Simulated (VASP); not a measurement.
# AlCu3 (I4mm) in VASP: a series of runs

Runs on AlCu3. Level: PBEsol. Tasks: single point.

Everything below comes from runs of VASP 6.6.1. Logs are shortened: lines on timing, memory, paths and dates and some standing lists are left out, and cuts for length are marked.

## 1. The cell of the first run

It takes space group I4mm (No. 107, tetragonal). The conventional cell has a = 4.078 Å, b = 4.078 Å, c = 5.767 Å, α = 90.00°, β = 90.00°, γ = 90.00°. Al (site symmetry 4mm) has 14 Cu at 2.44 to 2.95 Å within 3.2 Å. Cu (site symmetry 4mm) has 8 Cu at 2.48 to 2.51 Å and 6 Al at 2.81 to 2.95 Å within 3.3 Å. Within 3.2 Å of Cu (site symmetry 2mm) lie 4 Al at 2.44 to 2.55 Å and 10 Cu at 2.48 to 2.88 Å.

## 2. Single point, PBEsol (atoms displaced along a vibrational mode)

The input, INCAR:

```
ALGO = Fast
EDIFF = 1E-7
ENCUT = 520
GGA = PS
ISIF = 2
ISMEAR = 0
LASPH = T
LCHARG = F
LREAL = F
LWAVE = F
NBANDS = 26
NELM = 100
PREC = Accurate
SIGMA = 0.15
```

The input, KPOINTS:

```
k-points
0
Gamma
  14 14 14
```

The input, POSCAR:

```
AlCu3
1.0
    0.0000000000      2.8834704780      2.8834704780
    2.8834704780      0.0000000000      2.8834704780
    2.8834704780      2.8834704780      0.0000000000
Al Cu
1 3
Direct
   -0.0130051618      0.0130051618      0.0130051618
    0.4991829646      0.5008170354      0.5008170354
    0.2531695040      0.2468304960      0.2468304960
    0.7531695040      0.7468304960      0.7468304960
```

Potentials or basis: VASP PAW PBE potentials, release 64 (Al, Cu).

Command:

```sh
$ cat potpaw_PBE.64/Al/POTCAR potpaw_PBE.64/Cu/POTCAR > POTCAR
$ mpirun -np 1 vasp_std > vasp.out
```

OUTCAR:

```text
EDIFF = 1E-7
   ENCUT = 520
   GGA = PS
   ISIF = 2
   ISMEAR = 0
   LASPH = T
   LREAL = F
   NELM = 100
   PREC = Accurate

 ion  position               nearest neighbor table
   1  0.987  0.013  0.013-   4 2.44   4 2.44   3 2.44   3 2.44   4 2.55   3 2.55   3 2.55   4 2.55
                             2 2.81   2 2.88   2 2.88   2 2.88   2 2.88   2 2.95
   2  0.499  0.501  0.501-   3 2.48   3 2.48   4 2.48   4 2.48   3 2.51   4 2.51   4 2.51   3 2.51
                             1 2.81   1 2.88   1 2.88   1 2.88   1 2.88   1 2.95
   3  0.253  0.247  0.247-   1 2.44   1 2.44   2 2.48   2 2.48   2 2.51   2 2.51   1 2.55   1 2.55

   4  0.753  0.747  0.747-   1 2.44   1 2.44   2 2.48   2 2.48   2 2.51   2 2.51   1 2.55   1 2.55

  LATTYP: Found a face centered cubic cell.
 ALAT       =     5.7669409560

  Lattice vectors:

 A1 = (   0.0000000000,   2.8834704780,   2.8834704780)
 A2 = (   2.8834704780,   0.0000000000,   2.8834704780)
 A3 = (   2.8834704780,   2.8834704780,   0.0000000000)

Analysis of symmetry for initial positions (statically):
=====================================================================
 Subroutine PRICEL returns:
 Original cell was already a primitive cell.

 Routine SETGRP: Setting up the symmetry group for a
 face centered cubic supercell.

 Subroutine GETGRP returns: Found  8 space group operations
 (whereof  8 operations were pure point group operations)
 out of a pool of 48 trial point group operations.

The static configuration has the point symmetry C_4v.

Analysis of symmetry for dynamics (positions and initial velocities):
=====================================================================
 Subroutine PRICEL returns:
 Original cell was already a primitive cell.

 Routine SETGRP: Setting up the symmetry group for a
 face centered cubic supercell.

 Subroutine GETGRP returns: Found  8 space group operations
 (whereof  8 operations were pure point group operations)
 out of a pool of 48 trial point group operations.

The dynamic configuration has the point symmetry C_4v.

 Subroutine INISYM returns: Found  8 space group operations
 (whereof  8 operations are pure point group operations),
 and found     1 'primitive' translations

----------------------------------------------------------------------------------------

                                     Primitive cell

  volume of cell :      47.9487

  direct lattice vectors                    reciprocal lattice vectors
     0.000000000  2.883470478  2.883470478    -0.173402157  0.173402157  0.173402157
     2.883470478  0.000000000  2.883470478     0.173402157 -0.173402157  0.173402157
     2.883470478  2.883470478  0.000000000     0.173402157  0.173402157 -0.173402157

  length of vectors
     4.077843057  4.077843057  4.077843057     0.300341346  0.300341346  0.300341346

  position of ions in fractional coordinates (direct lattice)
     0.986994838  0.013005162  0.013005162
     0.499182965  0.500817035  0.500817035
     0.253169504  0.246830496  0.246830496
     0.753169504  0.746830496  0.746830496

  ion indices of the primitive-cell ions
   primitive index   ion index
                 1           1
                 2           2
                 3           3
                 4           4

----------------------------------------------------------------------------------------

 KPOINTS: k-points

Automatic generation of k-mesh.
 Grid dimensions read from file:
 generate k-points for:   14   14   14

 Generating k-lattice:

  Cartesian coordinates                     Fractional coordinates (reciprocal lattice)
    -0.012385868  0.012385868  0.012385868     0.071428571  0.000000000  0.000000000
     0.012385868 -0.012385868  0.012385868     0.000000000  0.071428571  0.000000000
     0.012385868  0.012385868 -0.012385868     0.000000000  0.000000000  0.071428571

  Length of vectors
     0.021452953  0.021452953  0.021452953

  Shift w.r.t. Gamma in fractional coordinates (k-lattice)
     0.000000000  0.000000000  0.000000000

 Subroutine IBZKPT returns following result:
 ===========================================

 Found    244 irreducible k-points:

 Following reciprocal coordinates:
            Coordinates               Weight
  0.000000  0.000000  0.000000      1.000000
  0.071429  0.000000  0.000000      8.000000
  0.142857  0.000000  0.000000      8.000000
  0.214286  0.000000  0.000000      8.000000
  0.285714  0.000000  0.000000      8.000000
  0.357143  0.000000  0.000000      8.000000
[... 16 lines left out ...]
 -0.428571  0.071429  0.000000     16.000000
  0.000000 -0.428571  0.071429      8.000000
 [... further k-points ...]
   k-points           NKPTS =    244   k-points in BZ     NKDIM =    244   number of bands    NBANDS=     26
   number of dos      NEDOS =    301   number of ions     NIONS =      4
   total plane-waves  NPLWV =  27000
   dimension x,y,z NGX =    30 NGY =   30 NGZ =   30
   dimension x,y,z NGXF=    60 NGYF=   60 NGZF=   60
   ions per type =               1   3
   NGX,Y,Z   is equivalent  to a cutoff of  12.23, 12.23, 12.23 a.u.
   NGXF,Y,Z  is equivalent  to a cutoff of  24.46, 24.46, 24.46 a.u.
 SYSTEM =  unknown system
   PREC   = accura    normal or accurate (medium, high low for compatibility)
   ISTART =      0    job   : 0-new  1-cont  2-samecut
   ICHARG =      2    charge: 1-file 2-atom 10-const
   ISPIN  =      1    spin polarized calculation?
   LNONCOLLINEAR =      F non collinear calculations
   LSORBIT =      F    spin-orbit coupling
   LASPH  =      T    aspherical Exc in radial PAW
   ENCUT  =  520.0 eV  38.22 Ry    6.18 a.u.   7.58  7.58  7.58*2*pi/ulx,y,z
   NELM   =    100;   NELMIN=  2; NELMDL= -5     # of ELM steps
   EDIFF  = 0.1E-06   stopping-criterion for ELM
   LREAL  =      F    real-space projection
   EDIFFG = 0.1E-05   stopping-criterion for IOM
   NSW    =      0    number of steps for IOM
   IBRION =     -1    ionic relax: 0-MD 1-quasi-New 2-CG
   NFREE  =      0    steps in history (QN), initial steepest desc. (CG)
   ISIF   =      2    stress and relaxation
   ISYM   =      2    0-nonsym 1-usesym 2-fastsym
   POTIM  = 0.5000    time-step for ionic-motion
   TEBEG  =    0.0;   TEEND  =   0.0 temperature during run
   PSTRESS=    0.0 pullay stress
   NELECT =      36.0000    total number of electrons
   NUPDOWN=      -1.0000    fix difference up-down
   EMIN   =  10.00;   EMAX   =-10.00  energy-range for DOS
   EFERMI =   0.00;   METHOD = LEGACY
   ISMEAR =     0;   SIGMA  =   0.15  broadening in eV -4-tet -1-fermi 0-gaus
   EFERMI_NEDOS =   21; number of points for ismear=-14 and -15
   IALGO  =     68    algorithm
   IMIX   =      4    mixing-type and parameters
     AMIX     =   0.40;   BMIX     =  1.00
     AMIX_MAG =   1.60;   BMIX_MAG =  1.00
  volume/ion in A,a.u.               =      11.99        80.89
  Fermi-wavevector in a.u.,A,eV,Ry     =   1.487933  2.811786 30.122561  2.213946
  Thomas-Fermi vector in A             =   2.601032
   LORBIT       =      0    0 simple, 1 ext, 2 COOP (PROOUT), +10 PAW based schemes
   GGA     = PS    functional components
   LHFCALC =     F    Hartree Fock is set to
   AEXX    =    0.0000 exact exchange contribution
   IVDW    =     0    specifies the selected vdW correction
   LEPSILON=     F    determine dielectric tensor
   LRPA    =     F    only Hartree local field effects (RPA)
 non-spin polarized calculation
 RMM-DIIS sequential band-by-band and
 Gauss-broadening in eV      SIGMA  =   0.15
  energy-cutoff  :      520.00
  volume of cell :       47.95
 maximum number of plane-waves:      1309
   NGX = 15   NGY = 15   NGZ = 15

 number of electron      35.9999991 magnetization

 Free energy of the ion-electron system (eV)
  ---------------------------------------------------
  ext. energy  EPLUGINS =         0.00000000
  ---------------------------------------------------
  free energy    TOTEN  =       -17.69958683 eV

  energy without entropy =      -17.68658314  energy(sigma->0) =      -17.69308498

 E-fermi :   8.6435     XC(G=0): -12.4963

 val. band max:        8.6395442511   @ k =   0.0714   0.5000   0.2143
 cond. band min:       8.6478219967   @ k =   0.2857   0.1429   0.0714
 fundamental gap:      0.0082777456
 Fermi energy:         8.6435299578

 k-point     1 :       0.0000    0.0000    0.0000
  band No.  band energies     occupation
      1      -2.0645      2.00000
      2       3.8084      2.00000
      3       3.8459      2.00000
      4       3.9374      2.00000
      5       3.9374      2.00000
      6       3.9740      2.00000
[... 18 lines left out ...]
     25      15.4119      0.00000
     26      15.4285      0.00000

 k-point     2 :       0.0714    0.0000    0.0000
  band No.  band energies     occupation
      1      -1.9934      2.00000
      2       3.7951      2.00000
      3       3.8233      2.00000
      4       3.9149      2.00000
      5       3.9910      2.00000
      6       4.0116      2.00000
[... 18 lines left out ...]
     25      15.1972      0.00000
     26      15.3278      0.00000

 k-point     3 :       0.1429    0.0000    0.0000
  band No.  band energies     occupation
      1      -1.7812      2.00000
      2       3.7728      2.00000
      3       3.8088      2.00000
      4       3.8474      2.00000
      5       4.0947      2.00000
      6       4.1059      2.00000
[... 18 lines left out ...]
     25      14.9521      0.00000
     26      15.5477      0.00000

 k-point     4 :       0.2143    0.0000    0.0000
  band No.  band energies     occupation
      1      -1.4315      2.00000
      2       3.6542      2.00000
      3       3.8234      2.00000
      4       3.8269      2.00000
      5       4.2141      2.00000
      6       4.2210      2.00000
[... 18 lines left out ...]
     25      15.3856      0.00000
     26      16.2639      0.00000
[... 496 lines left out ...]
      1       0.8586      2.00000
      2       1.5691      2.00000
      3       3.9247      2.00000
      4       4.0156      2.00000
      5       4.3738      2.00000
      6       4.4651      2.00000
[... 18 lines left out ...]
     25      19.0470      0.00000
     26      20.5648      0.00000

 k-point    23 :      -0.4286    0.0714    0.0000
  band No.  band energies     occupation
      1       0.6355      2.00000
      2       1.8022      2.00000
      3       3.9422      2.00000
      4       3.9845      2.00000
      5       4.3610      2.00000
      6       4.4783      2.00000
[... 18 lines left out ...]
     25      18.5681      0.00000
     26      20.0552      0.00000

 k-point    24 :       0.0000   -0.4286    0.0714
  band No.  band energies     occupation
      1       0.6359      2.00000
      2       1.8016      2.00000
      3       3.9442      2.00000
      4       3.9824      2.00000
      5       4.3639      2.00000
      6       4.4807      2.00000
[... 18 lines left out ...]
     25      18.5657      0.00000
     26      20.0511      0.00000

 [... further k-points ...]
[... 5 lines left out ...]
  --------------------------------------------------------------------------------------
  -------------------------------------------------------------------------------------
  Total        0.2209324      0.2992861      0.2992861      0.0000000     -0.0000000      0.0000000
  in kB        7.3823287     10.0004744     10.0004744      0.0000000     -0.0000000      0.0000000
  external PRESSURE =       9.1277592 kB  Pullay stress =       0.0000000 kB

 VOLUME and BASIS-vectors are now :
 -----------------------------------------------------------------------------
  energy-cutoff  :      520.00
  volume of cell :       47.95
      direct lattice vectors                 reciprocal lattice vectors
     0.000000000  2.883470478  2.883470478    -0.173402157  0.173402157  0.173402157
     2.883470478  0.000000000  2.883470478     0.173402157 -0.173402157  0.173402157
     2.883470478  2.883470478  0.000000000     0.173402157  0.173402157 -0.173402157

 POSITION                                       TOTAL-FORCE (eV/Angst)
 -----------------------------------------------------------------------------------
      0.07500      2.88347      2.88347        -0.662695      0.000000      0.000000
      2.88818      2.88347      2.88347        -0.094301      0.000000      0.000000
      1.42346      1.44174      1.44174         0.378498      0.000000      0.000000
      4.30693      4.32521      4.32521         0.378498      0.000000      0.000000
 -----------------------------------------------------------------------------------
    total drift:                               -0.000607      0.000003      0.000003

  FREE ENERGIE OF THE ION-ELECTRON SYSTEM (eV)
  ---------------------------------------------------
  free  energy   TOTEN  =       -17.6995868291 eV

  energy  without entropy=      -17.6865831380  energy(sigma->0) =      -17.69308498
```

It took 5.3 min on 1 thread of Intel Xeon 6975P-C (Granite Rapids), shared host; peak memory 0.36 GiB.

Results:

* Free energy: -17.6996 eV
* Pressure: 0.9 GPa
* Largest force: 0.663 eV/Å
* Band gap on the k mesh: zero (bands 18 and 19 overlap by 5.78 eV)

Forces on the atoms (eV/Å):
```
Al  -0.663  0.000  0.000
Cu  -0.094  0.000  0.000
Cu   0.378  0.000  0.000
Cu   0.378  0.000  0.000
```

Levels at points of the mesh, in eV from the Fermi level:
```csv
k point,band 16,band 17,band 18,band 19,band 20,band 21
"(0.00, 0.00, 0.00)",-2.55,3.62,3.62,3.71,4.10,4.21
"(0.50, 0.00, 0.00)",-2.50,-2.22,2.59,2.60,2.92,2.92
"(0.50, 0.50, 0.00)",-2.37,-2.21,-2.21,-2.17,1.94,2.31
"(0.00, 0.50, 0.50)",-2.37,-2.21,-2.21,-2.16,1.94,2.31
```

Caveat: the cell differs from its parent crystal (atoms displaced along a vibrational mode); the PAW data sets were made with another functional, which shifts forces and pressure a little.

## 3. Single point, PBEsol (atoms displaced along a vibrational mode)

The input, INCAR:

```
SYSTEM = AlCu3
PREC = Accurate ; ENCUT = 520
EDIFF = 1E-6 ; ISMEAR = 0
SIGMA = 0.15 ; LREAL = .False.
LASPH = .True. ; NELM = 80
ALGO = Fast ; ISIF = 2
LWAVE = .False. ; LCHARG = .False.
GGA = PS ; NBANDS = 26
```

The input, KPOINTS:

```
Automatic mesh
0
Gamma
  14 14 14
  0 0 0
```

The input, POSCAR:

```
AlCu3
1.0
    0.0000000000      2.8834704780      2.8834704780
    2.8834704780      0.0000000000      2.8834704780
    2.8834704780      2.8834704780      0.0000000000
Al Cu
1 3
Direct
   -0.0043350539      0.0043350539      0.0043350539
    0.4997276549      0.5002723451      0.5002723451
    0.2510565013      0.2489434987      0.2489434987
    0.7510565013      0.7489434987      0.7489434987
```

Potentials or basis: VASP PAW PBE potentials, release 64 (Al, Cu).

Command:

```sh
$ cat potpaw_PBE.64/Al/POTCAR potpaw_PBE.64/Cu/POTCAR > POTCAR
$ mpirun -np 1 vasp_std > vasp.out
```

It took 4.6 min on 1 thread of Intel Xeon 6975P-C (Granite Rapids), shared host; peak memory 0.36 GiB.

The run converged. Its results:

- Free energy: -17.7280 eV
- Pressure: 0.8 GPa
- Largest force: 0.221 eV/Å
- Band gap on the k mesh: zero (bands 18 and 19 overlap by 5.86 eV)

Forces on the atoms (eV/Å):
```
Al  -0.221  0.000  0.000
Cu  -0.032  0.000  0.000
Cu   0.126  0.000  0.000
Cu   0.126  0.000  0.000
```

Levels at points of the mesh, in eV from the Fermi level:
```tsv
k point	band 14	band 15	band 16	band 17	band 18	band 19	band 20	band 21	band 22	band 23
(0.00, 0.00, 0.00)	-2.67	-2.55	-2.55	3.69	3.69	3.71	4.12	4.13	4.13	5.14
(0.50, 0.00, 0.00)	-2.66	-2.50	-2.50	-2.22	2.62	2.62	2.89	2.89	3.60	5.53
(0.50, 0.50, 0.00)	-2.41	-2.41	-2.37	-2.22	-2.22	-2.17	1.94	2.31	10.87	10.87
(0.00, 0.50, 0.50)	-2.42	-2.42	-2.37	-2.22	-2.22	-2.17	1.94	2.31	10.87	10.87
```

Caveat: the cell differs from its parent crystal (atoms displaced along a vibrational mode); the PAW data sets were made with another functional, which shifts forces and pressure a little.
